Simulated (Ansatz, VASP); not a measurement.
## Eu in VASP and in Ansatz

```
Eu
1.0
     2.68070    0.00000    0.00000
     0.00000    2.68070    0.00000
     0.00000    0.00000    2.68070
Eu
1
Cartesian
  0.0000 0.0000 0.0000
```

Change from the starting cell: volume scaled by 0.58, LAPW.

Alike in both runs: task single point; functional LDA; k mesh 11 × 11 × 11; occupations fermi-dirac, width 0.05 eV; collinear spin.

|  | VASP | Ansatz |
| --- | --- | --- |
| version | VASP 6.6.1 | Ansatz 0.2.0 |
| potentials or method | VASP PAW PBE potentials, release 64 (Eu), cutoff 520 eV | all-electron LAPW, scalar-relativistic |

|  | VASP | Ansatz | Ansatz less VASP |
| --- | --- | --- | --- |
| pressure (GPa) | 28.9 | 29.5 | +0.64 |
| net moment per atom (μB) | 6.83 | 6.91 | +0.075 |
| size of the moment on the site where the two differ most (μB) | 6.58 | 6.72 | +0.139 |

VASP's potentials were made for PBE, not for LDA. LDA's correlation is that of Perdew and Zunger in VASP and of Perdew and Wang (1992) in Ansatz. Site moments also hang on the region over which each program counts them. Both programs put the cell under a high pressure, so it lies far from rest at this level. Ansatz ran all-electron here, and VASP with PAW potentials.

Neither program's run includes spin-orbit coupling.
